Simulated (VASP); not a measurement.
Set up this calculation in VASP 6.6.1, as the native input.

```yaml
Task: single point
Functional: PBE
Potentials_or_basis: VASP PAW PBE potentials, release 64 (Si, Te)
Cutoff: 520 eV
k_mesh: 4 × 4 × 4
Occupations: gaussian, width 0.1 eV
Spin: no spin polarisation
Dipole_correction: no
Further_INCAR_settings: ALGO = Normal; EDIFF = 1e-06; NBANDS = 22
```

The structure of Si5Te lies in POSCAR:

```
Si5Te
1.0
    2.2128069000     -6.6384207000      0.0000000000
    2.2128069000      6.6384207000      0.0000000000
    0.0000000000      0.0000000000      4.4256138000
Si Te
5 1
Direct
    0.3333333300      0.6666666700      0.0000000000
    0.1666666700      0.8333333300      0.5000000000
    0.0000000000      0.0000000000      0.0000000000
    0.8333333300      0.1666666700      0.5000000000
    0.6666666700      0.3333333300      0.0000000000
    0.5000000000      0.5000000000      0.5000000000
```

These files were run (other wordings do the same):

INCAR

```
SYSTEM = Si5Te
PREC = Accurate ; ENCUT = 520
EDIFF = 1E-6 ; ISMEAR = 0
SIGMA = 0.1 ; LREAL = .False.
LASPH = .True. ; NELM = 100
ALGO = Normal ; ISIF = 2
LWAVE = .False. ; LCHARG = .False.
GGA = PE ; NBANDS = 22
```

KPOINTS

```
regular mesh
0
Gamma
  4 4 4
  0 0 0
```

Potentials or basis: VASP PAW PBE potentials, release 64 (Si, Te).

Launch:

```sh
$ cat potpaw_PBE.64/Si/POTCAR potpaw_PBE.64/Te/POTCAR > POTCAR
$ mpirun -np 1 vasp_std > vasp.out
```

Results of the run:

```
Pressure               : -8.9 GPa
Largest force          : 0.450 eV/Å
Band gap on the k mesh : zero (bands 13 and 14 overlap by 2.03 eV)
```

Caveat: the k points lie up to 0.37 Å⁻¹ apart, too coarse for converged energies and pressures of a metal; spin-orbit coupling is left out, which moves the levels of the heavy elements.

Wall time 2.1 min on 1 thread of Intel Xeon 8259CL, with other jobs on the host, peak memory 0.31 GiB.
